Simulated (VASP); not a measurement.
Li, 2 atoms in the cell. Symmetry: P6_3/mmc, No. 194, hexagonal system. The conventional cell has a = 3.014 Å, b = 3.014 Å, c = 5.427 Å, α = 90.00°, β = 90.00°, γ = 120.00°. Within 4.0 Å of Li (site symmetry -6m2) lie 12 Li at 3.01 to 3.22 Å.  This cell differs from its parent crystal: ratio of the length along z to the lengths across it x 1.1, volume and fractional coordinates fixed.

* Program: VASP 6.6.1
* Task: single point
* Functional: r2SCAN
* Potentials or basis: VASP PAW PBE potentials, release 64 (Li_sv)
* Cutoff: 520 eV
* k mesh: 18 × 18 × 10
* Occupations: gaussian, width 0.15 eV
* Spin: no spin polarisation
* Dipole correction: no
* Further INCAR settings: ALGO = Normal; EDIFF = 1e-07; NBANDS = 10

Potentials or basis: VASP PAW PBE potentials, release 64 (Li_sv).

The run is started by

```sh
$ cat potpaw_PBE.64/Li_sv/POTCAR > POTCAR
$ cp INCAR.step1 INCAR
$ mpirun -np 1 vasp_std > vasp.out
$ cp INCAR.step2 INCAR
$ mpirun -np 1 vasp_std > vasp.out
```

Hardware: 1 thread of Intel(R) Xeon(R) 6975P-C (Granite Rapids), on a shared host.

Question: How long does it take, and how much memory?

Answer: Wall time 3.8 min on 1 thread of Intel(R) Xeon(R) 6975P-C (Granite Rapids) (shared host), peak memory 0.21 GiB. Counts: k points 222.
